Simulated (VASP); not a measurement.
Input of a VASP 6.6.1 run:

POSCAR

```
C
1.0
    2.5031953733      0.0000000000      0.0000000000
   -1.2515976866      2.1678307839      0.0000000000
    0.0000000000      0.0000000000      4.1688692751
C
4
Direct
    0.3333333333      0.6666666667      0.0002313174
    0.6666666667      0.3333333333      0.5002313174
    0.3333333333      0.6666666667      0.3747686826
    0.6666666667      0.3333333333      0.8747686826
```

The input INCAR.step1:

```
SYSTEM = C
  PREC = Accurate
  ENCUT = 500
  EDIFF = 1E-8
  ISMEAR = 0
  SIGMA = 0.01
  LREAL = .False.
  LASPH = .True.
  NELM = 80
  ALGO = Normal
  LWAVE = .True.
  LCHARG = .False.
  GGA = PE
```

INCAR.step2

```
SYSTEM = C
  PREC = Accurate
  ENCUT = 500
  EDIFF = 1E-8
  ISMEAR = 0
  SIGMA = 0.01
  LREAL = .False.
  LASPH = .True.
  NELM = 1
  ALGO = Exact
  LWAVE = .True.
  LCHARG = .False.
  GGA = PE
  NBANDS = 44
  LOPTICS = .True.
  ISTART = 1
```

INCAR.step3

```
SYSTEM = C
  PREC = Accurate
  ENCUT = 500
  EDIFF = 1E-8
  ISMEAR = 0
  SIGMA = 0.01
  LREAL = .False.
  LASPH = .True.
  ALGO = EVGW0
  LWAVE = .False.
  LCHARG = .False.
  GGA = PE
  NELMGW = 1
  NBANDS = 44
  ENCUTGW = 80.0
  NOMEGA = 48
  PRECFOCK = Fast
  ISTART = 1
  NBANDSGW = 16
```

KPOINTS

```
Automatic mesh
0
Gamma
  6 6 4
  0 0 0
```

Potentials or basis: VASP PAW PBE potentials, release 64 (C_GW).

The run is started by

```bash
$ cat potpaw_PBE.64/C_GW/POTCAR > POTCAR
$ cp INCAR.step1 INCAR
$ mpirun -np 1 vasp_std > vasp.out
$ cp INCAR.step2 INCAR
$ mpirun -np 1 vasp_std > vasp.out
$ cp INCAR.step3 INCAR
$ mpirun -np 1 vasp_std > vasp.out
```

What does it give for the quasiparticle gap?

4.07 eV.

What does it give for the least direct quasiparticle gap?

6.44 eV.

Predict the least direct gap of the starting levels on the mesh.

4.99 eV.

What does it give for the band gap of the starting levels on the mesh?

3.31 eV.

Caveat: the k points lie up to 0.48 Å⁻¹ apart; bands, screening cutoff and mesh are small and nothing is extrapolated, so the quasiparticle values aren't converged.
